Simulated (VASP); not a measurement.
Wanted: the native input for a VASP 6.6.1 run.

```
Task                   : relaxation of cell and atoms
Functional             : PBE
Potentials or basis    : VASP PAW PBE potentials, release 64 (Zn, S)
Cutoff                 : 600 eV
k mesh                 : 4 × 4 × 4
Occupations            : gaussian, width 0.1 eV
Spin                   : no spin polarisation
Dipole correction      : no
Further INCAR settings : ALGO = Normal; EDIFF = 1e-07; IBRION = 2; EDIFFG = -0.04; NSW = 90; ISIF = 3
```

The structure of ZnS lies in POSCAR:

```
ZnS
1.0
    2.0237703309     -5.1349020952      0.0000000000
    2.0237703309      5.1349020952      0.0000000000
    0.0000000000      0.0000000000      3.9197341814
Zn S
2 2
Direct
    0.8620000000      0.1380000000      0.7500000000
    0.1380000000      0.8620000000      0.2500000000
    0.5830000000      0.4170000000      0.7500000000
    0.4170000000      0.5830000000      0.2500000000
```

The input as run:

INCAR

```
PREC     = Accurate       # precision mode
ENCUT    = 600            # plane-wave cutoff, eV
EDIFF    = 1E-7           # SCF threshold, eV
ISMEAR   = 0              # smearing method
SIGMA    = 0.1            # smearing width, eV
LREAL    = F              # projectors in reciprocal space
LASPH    = T              # aspherical terms in the spheres
NELM     = 100            # most SCF steps
ALGO     = Normal         # electronic algorithm
ISIF     = 3              # what is computed and relaxed
LWAVE    = F              # write WAVECAR
LCHARG   = F              # write CHGCAR
GGA      = PE             # functional
IBRION   = 2              # ionic algorithm
NSW      = 90             # ionic steps
EDIFFG   = -0.04          # ionic threshold
```

KPOINTS

```
regular mesh
0
Gamma
  4 4 4
```

Potentials or basis: VASP PAW PBE potentials, release 64 (Zn, S).

Launch:

```bash
$ cat potpaw_PBE.64/Zn/POTCAR potpaw_PBE.64/S/POTCAR > POTCAR
$ mpirun -np 1 vasp_std > vasp.out
```

It gave:

```json
{"Relaxed volume": "20.69 Å³/atom", "Relaxed cell": "a = 6.898 Å, b = 6.898 Å, c = 3.531 Å, α = 90.00°, β = 90.00°, γ = 150.49°", "Space group after relaxing (to 0.05 Å)": "Cmcm (No. 63)", "Energy gained by relaxing": "747.8 meV/atom", "Ionic steps": "27", "Pressure after relaxing": "0.0 GPa", "Largest force after relaxing": "0.034 eV/Å", "Band gap on the k mesh": "0.66 eV, indirect (least direct gap 2.09 eV)"}
```

It took 8.9 min on 1 thread of Intel(R) Xeon(R) 6975P-C (Granite Rapids) (shared host), peak memory 0.29 GiB.
